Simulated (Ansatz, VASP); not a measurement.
# Sn3Se: VASP beside Ansatz

POSCAR

```
Sn3Se
1.0
    4.7260905951      0.0000000000      0.0000000000
    0.0000000000      4.7260905951      0.0000000000
    0.0000000000      0.0000000000      4.7260905951
Sn Se
3 1
Direct
    0.0000000000      0.5000000000      0.5000000000
    0.5000000000      0.0000000000      0.5000000000
    0.5000000000      0.5000000000      0.0000000000
    0.0000000000      0.0000000000      0.0000000000
```

Contents of INCAR.step1:

```
SYSTEM = Sn3Se
PREC = Accurate ; ENCUT = 520
ISMEAR = 0 ; SIGMA = 0.15
LREAL = .FALSE. ; LASPH = .TRUE.
NELM = 80 ; NBANDS = 32
GGA = PE ; ALGO = Normal
EDIFF = 1E-4 ; LWAVE = .TRUE.
LCHARG = .FALSE.
```

The input INCAR.step2:

```
SYSTEM = Sn3Se
PREC = Accurate ; ENCUT = 520
EDIFF = 1E-7 ; ISMEAR = 0
SIGMA = 0.15 ; LREAL = .FALSE.
LASPH = .TRUE. ; NELM = 80
ALGO = Normal ; ISIF = 2
LWAVE = .FALSE. ; LCHARG = .TRUE.
METAGGA = R2SCAN ; LMIXTAU = .TRUE.
LELF = .TRUE. ; LVHAR = .TRUE.
NBANDS = 32 ; ISTART = 1
```

Contents of KPOINTS:

```
regular mesh
0
G
  10 10 10
  0 0 0
```

Input for Ansatz:

```yaml
crystal:
  lattice:
    - [4.7260905951, 0.0, 0.0]
    - [0.0, 4.7260905951, 0.0]
    - [0.0, 0.0, 4.7260905951]
  atoms:
    - { symbol: Sn, position: [0.0, 0.5, 0.5] }
    - { symbol: Sn, position: [0.5, 0.0, 0.5] }
    - { symbol: Sn, position: [0.5, 0.5, 0.0] }
    - { symbol: Se, position: [0.0, 0.0, 0.0] }
basis:
  ecutwfc: 500
kpoints:
  mp_grid: { grid: [10, 10, 10] }
hamiltonian:
  xc: r2scan
scf:
  occupations: { method: gaussian, width: 0.15 }
output:
  forces: true
  stress: true
  eigenvalues: true
  write_density: true
  write_potential: true
  elf: true
  volumetric_format: npy
```

Alike in both runs: task single point; functional r2SCAN; k mesh 10 × 10 × 10; occupations gaussian, width 0.15 eV; no spin polarisation.

|  | VASP | Ansatz |
| --- | --- | --- |
| version | VASP 6.6.1 | Ansatz 0.2.0 |
| potentials or method | VASP PAW PBE potentials, release 64 (Sn_d, Se), cutoff 520 eV | scalar-relativistic, plane waves, PAW |
| valence electrons in the cell | 48 | 58 |

```csv
,VASP,Ansatz,Ansatz less VASP
gap on the k mesh at the Fermi level (eV),none,none,-
pressure (GPa),0.0,0.0,0.00
```

VASP's potentials were made for PBE, not for r2SCAN. A gap of «none» marks a metal or a gap that the smearing closes. With one functional, cell and mesh, what is left measures potentials, basis and numerics. VASP's potentials hold 48 valence electrons a cell and Ansatz's 58, so a difference there can come from the potentials and not from the codes.
